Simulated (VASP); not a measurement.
Wanted: the native input for a VASP 6.6.1 run.

- Task: single point
- Functional: PBE
- Potentials or basis: VASP PAW PBE potentials, release 64 (O, S, Mg)
- Cutoff: 520 eV
- k mesh: 8 × 8 × 8
- Occupations: gaussian, width 0.01 eV
- Spin: no spin polarisation
- Dipole correction: no
- Further INCAR settings: ALGO = Normal; EDIFF = 1e-07; NBANDS = 16

The structure of Mg2SO lies in POSCAR:

```
Mg2SO
1.0
    1.6829367076      0.9716439611      5.5462422707
   -1.6829367076      0.9716439611      5.5462422707
    0.0000000000     -1.9432879223      5.5462422707
O S Mg
1 1 2
Direct
    1.0000000000      0.0000000000      0.0000000000
    0.5000000000      0.5000000000      0.5000000000
    0.2614704948      0.2614704948      0.2614704948
    0.7385295052      0.7385295052      0.7385295052
```

One way to write it, as run:

INCAR

```
ALGO = Normal ; EDIFF = 1E-7
ENCUT = 520 ; GGA = PE
ISIF = 2 ; ISMEAR = 0
LASPH = T ; LCHARG = T
LELF = T ; LREAL = F
LVHAR = T ; LWAVE = F
NBANDS = 16 ; NELM = 100
PREC = Accurate ; SIGMA = 0.01
```

KPOINTS

```
k-points
0
Gamma
  8 8 8
```

Potentials or basis: VASP PAW PBE potentials, release 64 (O, S, Mg).

The run is started by

```bash
$ cat potpaw_PBE.64/O/POTCAR potpaw_PBE.64/S/POTCAR potpaw_PBE.64/Mg/POTCAR > POTCAR
$ mpirun -np 1 vasp_std > vasp.out
```

It gave:

```
Pressure               : -0.4 GPa
Largest force          : 0.004 eV/Å
Band gap on the k mesh : 0.92 eV
```

Wall time 2.2 min on 1 thread of Intel(R) Xeon(R) Platinum 8488C (Sapphire Rapids), on a shared host, peak memory 0.34 GiB.
